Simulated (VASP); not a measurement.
Here is a VASP 6.6.1 calculation.

File INCAR:

```
SYSTEM = Ti
ALGO     = Fast           ! electronic algorithm
EDIFF    = 1E-6           ! SCF threshold, eV
ENCUT    = 520            ! plane-wave cutoff, eV
GGA      = CA             ! functional
ISIF     = 2              ! what is computed and relaxed
ISMEAR   = 0              ! smearing method
LASPH    = .True.         ! aspherical terms in the spheres
LCHARG   = .False.        ! write CHGCAR
LREAL    = .False.        ! projectors in reciprocal space
LWAVE    = .False.        ! write WAVECAR
NBANDS   = 19             ! bands
NELM     = 100            ! most SCF steps
PREC     = Accurate       ! precision mode
SIGMA    = 0.1            ! smearing width, eV
```

The input KPOINTS:

```
k-points
0
Gamma
  18 18 10
  0 0 0
```

POSCAR

```
Ti
1.0
    2.8641158409      0.0000000000      0.0000000000
   -1.4320579204      2.4803970776      0.0000000000
    0.0000000000      0.0000000000      4.5353749556
Ti
2
Direct
    0.3333333333      0.6666666667      0.2500000000
    0.6666666667      0.3333333333      0.7500000000
```

Potentials or basis: VASP PAW LDA potentials, release 64 (Ti_sv).

The run is started by

```sh
$ cat potpaw_LDA.64/Ti_sv/POTCAR > POTCAR
$ mpirun -np 1 vasp_std > vasp.out
```

Problem. What does it give for the pressure?

Solution. -0.2 GPa.

Problem. Predict the band gap on the k mesh.

Solution. Zero (band 12 reaches 9.76 eV, above the bottom of band 13 at 8.61 eV).
